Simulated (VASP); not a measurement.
Runs of VASP 6.6.1 on CdSe. It takes space group P6_3/mmc (No. 194, hexagonal). The conventional cell has a = 4.019 Å, b = 4.019 Å, c = 6.659 Å, α = 90.00°, β = 90.00°, γ = 120.00°. Within 3.8 Å of Cd (site symmetry -3m) lie 6 Se at 2.86 Å and 2 Cd at 3.33 Å. Within 3.8 Å of Se (site symmetry -6m2) lie 6 Cd at 2.86 Å. 

```tsv
level	k mesh	smearing	gap on the mesh (eV)	pressure (GPa)
PBE	6 × 6 × 4, shifted	fermi-dirac 0.02 eV	(a)	2.1
r2SCAN	6 × 6 × 4	fermi-dirac 0.02 eV	0.52	0.4
PBE	6 × 6 × 4	fermi-dirac 0.02 eV	none	2.2
PBE	6 × 6 × 4	tetrahedron	none	2.2
```

Alike in all rows: task single point; potentials or basis VASP PAW PBE potentials, release 64 (Cd, Se); no spin polarisation; cell as given; cutoff (eV) 520.

Q: Fill in the values left out.

A: (a) 0.55.

Caveats: the PAW data sets were made with another functional, which shifts forces and pressure a little (some runs); tetrahedron occupations give inexact forces and stress in metals (some runs).

A k mesh can miss the band edges, and the runs leave out spin-orbit coupling on Cd, Se.

A gap of «none» marks levels without a gap at the run's occupations.
